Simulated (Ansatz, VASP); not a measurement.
# Two plane-wave programs on MgIn2N2

```
Mg In N
1.0
     1.67015    0.96426    7.77249
    -1.67015    0.96426    7.77249
     0.00000   -1.92852    7.77249
Mg In N
1 2 2
Direct
  0.00000 0.00000 0.00000
  0.43901 0.43901 0.43901
  0.56099 0.56099 0.56099
  0.27728 0.27728 0.27728
  0.72272 0.72272 0.72272
```

Alike in both runs: task single point; functional LDA; k mesh 6 × 6 × 6; no spin polarisation.

```csv
,VASP,Ansatz
version,VASP 6.6.1,Ansatz 0.2.0
potentials or method,"VASP PAW LDA potentials, release 64 (Mg, In_d, N)","plane waves, PAW"
plane-wave cutoff (eV),520,420
occupations,"gaussian, width 0.01 eV",fixed
valence electrons in the cell,38,46
```

|  | VASP | Ansatz | Ansatz less VASP |
| --- | --- | --- | --- |
| pressure (GPa) | -8.3 | -8.0 | +0.25 |
| traceless stress, the component that is largest in VASP (GPa) | -0.14 | -0.16 | -0.017 |
| rms of the force components (eV/Å) | 0.149 | 0.159 | +0.0093 |

LDA's correlation is that of Perdew and Zunger in VASP and of Perdew and Wang (1992) in Ansatz. Atom by atom the forces differ by 0.018 eV/Å (rms over components). VASP's potentials hold 38 valence electrons a cell and Ansatz's 46, so a difference there can come from the potentials and not from the codes.
